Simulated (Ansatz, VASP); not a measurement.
**One calculation of Au, two programs**

Contents of POSCAR:

```
Au
1.0
   -1.6158372750      1.6158372750      1.7401324500
    1.6158372750     -1.6158372750      1.7401324500
    1.6158372750      1.6158372750     -1.7401324500
Au
1
Direct
    0.0000000000      0.0000000000      0.0000000000
```

The input INCAR.step1:

```
ALGO = Normal ; EDIFF = 1E-4
ENCUT = 520 ; GGA = PE
ISMEAR = 0 ; LASPH = True
LCHARG = False ; LREAL = False
LWAVE = True ; NBANDS = 12
NELM = 100 ; PREC = Accurate
SIGMA = 0.15
```

File INCAR.step2:

```
ALGO = Normal ; EDIFF = 1E-6
ENCUT = 520 ; ISIF = 2
ISMEAR = 0 ; ISTART = 1
LASPH = True ; LCHARG = False
LMIXTAU = True ; LREAL = False
LWAVE = False ; METAGGA = R2SCAN
NBANDS = 12 ; NELM = 100
PREC = Accurate ; SIGMA = 0.15
```

File KPOINTS:

```
k-points
0
Gamma
  20 20 20
```

Input for Ansatz:

```yaml
crystal:
  lattice:
    - [-1.615837275, 1.615837275, 1.74013245]
    - [1.615837275, -1.615837275, 1.74013245]
    - [1.615837275, 1.615837275, -1.74013245]
  atoms:
    - { symbol: Au, position: [0.0, 0.0, 0.0] }
basis:
  ecutwfc: 500
kpoints:
  mp_grid: { grid: [20, 20, 20] }
hamiltonian:
  xc: r2scan
scf:
  occupations: { method: gaussian, width: 0.15 }
output:
  forces: true
  stress: true
  eigenvalues: true
```

Change from the starting cell: strain -0.025 along x and y, +0.050 along z, atoms carried along.

Alike in both runs: task single point; functional r2SCAN; k mesh 20 × 20 × 20; occupations gaussian, width 0.15 eV; no spin polarisation.

```csv
,VASP,Ansatz
version,VASP 6.6.1,Ansatz 0.2.0
potentials or method,"VASP PAW PBE potentials, release 64 (Au), cutoff 520 eV","scalar-relativistic, plane waves, PAW"
valence electrons in the cell,11,19
```

|  | VASP | Ansatz | Ansatz less VASP |
| --- | --- | --- | --- |
| gap on the k mesh at the Fermi level (eV) | none | none | - |
| pressure (GPa) | -4.2 | -4.5 | -0.22 |
| traceless stress, the component that is largest in VASP (GPa) | 0.31 | 0.30 | -0.015 |

VASP's potentials were made for PBE, not for r2SCAN. A gap of «none» marks a metal or a gap that the smearing closes. With one functional, cell and mesh, what is left measures potentials, basis and numerics. VASP's potentials hold 11 valence electrons a cell and Ansatz's 19, so a difference there can come from the potentials and not from the codes.

Neither program's run includes spin-orbit coupling.
